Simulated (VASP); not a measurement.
Set up this calculation in VASP 6.6.1, as the native input.

- Task: single point
- Functional: PBEsol
- Potentials or basis: VASP PAW PBE potentials, release 64 (Al)
- Cutoff: 520 eV
- k mesh: 11 × 11 × 3
- Occupations: fermi-dirac, width 0.05 eV
- Spin: no spin polarisation
- Dipole correction: no
- Further INCAR settings: ALGO = Fast; EDIFF = 1e-06; NBANDS = 14

The structure of Al lies in POSCAR:

```
Al
1.0
    2.8099956458      0.0000000000      0.0000000000
   -1.4049978229      2.4335276138      0.0000000000
    0.0000000000      0.0000000000      9.2927678396
Al
4
Direct
    0.6666666667      0.3333333333      0.7500000000
    0.0000000000      0.0000000000      0.5000000000
    0.3333333333      0.6666666667      0.2500000000
    0.0000000000      0.0000000000      0.0000000000
```

These files were run (other wordings do the same):

INCAR

```
SYSTEM = Al
PREC     = Accurate       ! precision mode
ENCUT    = 520            ! plane-wave cutoff, eV
EDIFF    = 1E-6           ! SCF threshold, eV
ISMEAR   = -1             ! smearing method
SIGMA    = 0.05           ! smearing width, eV
LREAL    = .FALSE.        ! projectors in reciprocal space
LASPH    = .TRUE.         ! aspherical terms in the spheres
NELM     = 80             ! most SCF steps
ALGO     = Fast           ! electronic algorithm
ISIF     = 2              ! what is computed and relaxed
LWAVE    = .FALSE.        ! write WAVECAR
LCHARG   = .FALSE.        ! write CHGCAR
GGA      = PS             ! functional
NBANDS   = 14             ! bands
```

KPOINTS

```
Automatic mesh
0
G
  11 11 3
  0 0 0
```

Potentials or basis: VASP PAW PBE potentials, release 64 (Al).

Command:

```sh
$ cat potpaw_PBE.64/Al/POTCAR > POTCAR
$ mpirun -np 1 vasp_std > vasp.out
```

Results of the run:

The pressure is 2.1 GPa. The band gap on the k mesh is zero (band 6 reaches 12.07 eV, above the bottom of band 7 at 6.51 eV).

Caveat: the PAW data sets were made with another functional, which shifts forces and pressure a little.

Wall time 12 s on 1 thread of Intel(R) Xeon(R) 6975P-C (Granite Rapids), with other jobs on the host, peak memory 0.18 GiB.
